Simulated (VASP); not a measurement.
Pt2Se3:

```
CELL_PARAMETERS angstrom
4.28997 0.00000 0.00000
-2.14498 3.71522 0.00000
0.00000 0.00000 6.67449
ATOMIC_POSITIONS crystal
Pt 0.33333 0.66667 0.24500
Pt 0.66667 0.33333 0.75500
Se 0.00000 0.00000 0.00000
Se 0.33333 0.66667 0.64500
Se 0.66667 0.33333 0.35500
```

| Quantity | Value |
| --- | --- |
| Program | VASP 6.6.1 |
| Task | relaxation of cell and atoms |
| Functional | PBE |
| Potentials or basis | VASP PAW PBE potentials, release 64 (Pt, Se) |
| Cutoff | 500 eV |
| k mesh | 6 × 6 × 4 |
| Occupations | gaussian, width 0.1 eV |
| Spin | no spin polarisation |

At the start: pressure -5.3 GPa; volume 21.28 Å³/atom.

Question: Where does the relaxation end?

Answer: Over 27 steps the energy falls by 228.8 meV/atom and the volume is 21.48 Å³/atom (+1.0 %); space group P-3m1 (No. 164, to 0.1 Å) before and after.

The path:
```tsv
step	energy change (eV)	largest force (eV/Å)	pressure (GPa)	volume (Å³)
1	0.0000	0.6831	-5.35	106.38
2	-0.0824	1.0189	6.28	95.81
3	-0.1426	0.7572	1.07	99.72
4	-0.2262	0.6060	1.02	99.28
5	-0.3304	0.3556	2.43	98.19
6	-0.3394	0.3042	3.43	97.79
7	-0.4090	0.1342	-0.44	101.41
8	-0.4176	0.0811	-2.38	103.57
9	-0.4730	0.1134	-2.68	104.57
10	-0.6584	0.1139	-3.25	107.39
11	-0.9084	0.5832	-3.67	112.29
12	-1.0109	0.6627	3.29	107.32
13	-1.0215	0.6518	1.55	108.44
14	-1.0823	0.4493	1.08	109.65
15	-1.1240	0.1966	0.49	111.99
16	-1.1261	0.1812	0.55	111.59
17	-1.1254	0.1157	-0.97	112.82
18	-1.1279	0.0790	-0.16	112.15
19	-1.1290	0.0734	-0.15	111.98
20	-1.1320	0.0629	-0.12	111.45
21	-1.1367	0.0791	-0.04	110.40
22	-1.1394	0.1066	0.16	108.33
23	-1.1404	0.0925	0.10	108.23
24	-1.1423	0.0741	-0.06	107.91
25	-1.1417	0.1014	-0.35	107.26
26	-1.1428	0.0836	-0.17	107.65
27	-1.1439	0.0369	0.10	107.42
```

Final structure:
```cif
data_structure
_symmetry_space_group_name_H-M 'P 1'
_symmetry_Int_Tables_number 1
_cell_length_a 3.7504
_cell_length_b 3.7504
_cell_length_c 8.8180
_cell_angle_alpha 90.000
_cell_angle_beta 90.000
_cell_angle_gamma 120.000
_cell_volume 107.42
loop_
_atom_site_label
_atom_site_type_symbol
_atom_site_fract_x
_atom_site_fract_y
_atom_site_fract_z
_atom_site_occupancy
Pt1 Pt 0.33333 0.66667 0.19035 1
Pt2 Pt 0.66667 0.33333 0.80965 1
Se1 Se 0.00000 0.00000 0.00000 1
Se2 Se 0.33333 0.66667 0.67310 1
Se3 Se 0.66667 0.33333 0.32690 1
```

Caveat: a cell axis changed by over 15 % at a fixed basis, so the end point is rough; this functional lacks dispersion, which binds layers or chains, so the pressure and a relaxed spacing across them are unreliable.
